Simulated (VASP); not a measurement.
Input of a VASP 6.6.1 run:

File INCAR:

```
PREC = Accurate
ENCUT = 520
EDIFF = 1E-6
ISMEAR = -1
SIGMA = 0.05
LREAL = F
LASPH = T
NELM = 100
ALGO = Normal
ISIF = 2
LWAVE = F
LCHARG = F
GGA = PE
NBANDS = 14
```

The input KPOINTS:

```
regular mesh
0
Gamma
  13 13 13
```

The input POSCAR:

```
HfC
1.0
    0.0000000000      1.9543505901      1.9543505901
    1.9543505901      0.0000000000      1.9543505901
    1.9543505901      1.9543505901      0.0000000000
Hf C
1 1
Direct
    0.0000000000      0.0000000000      0.0000000000
    0.5000000000      0.5000000000      0.5000000000
```

Potentials or basis: VASP PAW PBE potentials, release 64 (Hf_pv, C).

Run with:

```console
$ cat potpaw_PBE.64/Hf_pv/POTCAR potpaw_PBE.64/C/POTCAR > POTCAR
$ mpirun -np 1 vasp_std > vasp.out
```

**Question.** Predict the pressure.

**Answer.** 345.8 GPa.

**Question.** Estimate the band gap on the k mesh.

**Answer.** Zero (band 7 reaches 11.91 eV, above the bottom of band 8 at 10.38 eV).

Caveat: spin-orbit coupling is left out, which moves the levels of the heavy elements.
